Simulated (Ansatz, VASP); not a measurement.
**One calculation of WC, two programs**

```
W C
1.0
     0.00000    2.33028    2.33028
     2.33028    0.00000    2.33028
     2.33028    2.33028    0.00000
W C
1 1
Direct
  0.00000 0.00000 0.00000
  0.25000 0.25000 0.25000
```

Alike in both runs: task single point; functional r2SCAN; k mesh 16 × 16 × 16; occupations gaussian, width 0.1 eV; no spin polarisation.

|  | VASP | Ansatz |
| --- | --- | --- |
| version | VASP 6.6.1 | Ansatz 0.2.0 |
| potentials or method | VASP PAW PBE potentials, release 64 (W_sv, C), cutoff 520 eV | scalar-relativistic, plane waves, PAW |
| valence electrons in the cell | 18 | 18 |

Ansatz gave:

* gap on the k mesh at the Fermi level (eV): none
* pressure (GPa): 3.2

Estimate VASP's values.

gap on the k mesh at the Fermi level (eV): none; pressure (GPa): 4.5.

VASP's potentials were made for PBE, not for r2SCAN. A gap of «none» marks a metal or a gap that the smearing closes.

Spin-orbit coupling is off throughout.
